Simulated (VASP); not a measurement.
Here is a VASP 6.6.1 calculation.

Contents of INCAR:

```
PREC = Accurate
ENCUT = 520
EDIFF = 1E-7
ISMEAR = 1
SIGMA = 0.3
LREAL = False
LASPH = True
NELM = 80
ALGO = Normal
ISIF = 2
LWAVE = False
LCHARG = True
GGA = PE
LELF = True
LVHAR = True
NBANDS = 15
```

File KPOINTS:

```
regular mesh
0
Gamma
  13 13 7
```

POSCAR

```
Os
1.0
    2.7559294133      0.0000000000      0.0000000000
   -1.3779647066      2.3867048830      0.0000000000
    0.0000000000      0.0000000000      4.3426533301
Os
2
Direct
    0.3333333333      0.6666666667      0.2500000000
    0.6666666667      0.3333333333      0.7500000000
```

Potentials or basis: VASP PAW PBE potentials, release 64 (Os).

The run is started by

```bash
$ cat potpaw_PBE.64/Os/POTCAR > POTCAR
$ mpirun -np 1 vasp_std > vasp.out
```

Question: Predict the band gap on the k mesh.

Answer: Zero (bands 8 and 9 overlap by 3.69 eV).

Question: Estimate the pressure.

Answer: -0.4 GPa.

Stress tensor (GPa, compression positive):
```
-0.28  0.00  0.00
 0.00 -0.28  0.00
 0.00  0.00 -0.64
```

Caveat: so wide a smearing shifts energies and pressures; spin-orbit coupling is left out, which moves the levels of the heavy elements.
